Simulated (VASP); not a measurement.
Input of a VASP 6.6.1 run:

Contents of INCAR:

```
PREC = Accurate ; ENCUT = 600
EDIFF = 1E-6 ; ISMEAR = -1
SIGMA = 0.05 ; LREAL = F
LASPH = T ; NELM = 60
ALGO = Normal ; ISIF = 3
LWAVE = F ; LCHARG = F
GGA = CA ; IBRION = 2
NSW = 60 ; EDIFFG = -0.005
PSTRESS = 13.0
```

The input KPOINTS:

```
Automatic mesh
0
Gamma
  16 16 16
```

Contents of POSCAR:

```
Li
1.0
   -1.6366926600      1.6366926600      1.6366926600
    1.6366926600     -1.6366926600      1.6366926600
    1.6366926600      1.6366926600     -1.6366926600
Li
1
Direct
    0.0000000000      0.0000000000      0.0000000000
```

Potentials or basis: VASP PAW LDA potentials, release 64 (Li_sv).

Command:

```bash
$ cat potpaw_LDA.64/Li_sv/POTCAR > POTCAR
$ mpirun -np 1 vasp_std > vasp.out
```

What does it give for the relaxed cell?

a = 2.834 Å, b = 2.834 Å, c = 2.834 Å, α = 109.47°, β = 109.47°, γ = 109.47°.

Estimate the band gap on the k mesh.

zero (an odd number of electrons rules out a gap without spin polarisation).

Predict the relaxed volume.

17.52 Å³/atom.

Step by step:
| step | energy change (eV) | largest force (eV/Å) | pressure (GPa) | volume (Å³) |
| --- | --- | --- | --- | --- |
| 1 | 0.0000 | 0.0000 | 1.24 | 17.54 |
| 2 | 0.0001 | 0.0000 | 1.26 | 17.52 |

Caveat: the cutoff is under 1.25 times the usual one of these potentials, so pressure, stress and relaxed cells hold a basis-set (Pulay) error; the cell is relaxed towards a set pressure, so the run minimises the enthalpy, not the energy.
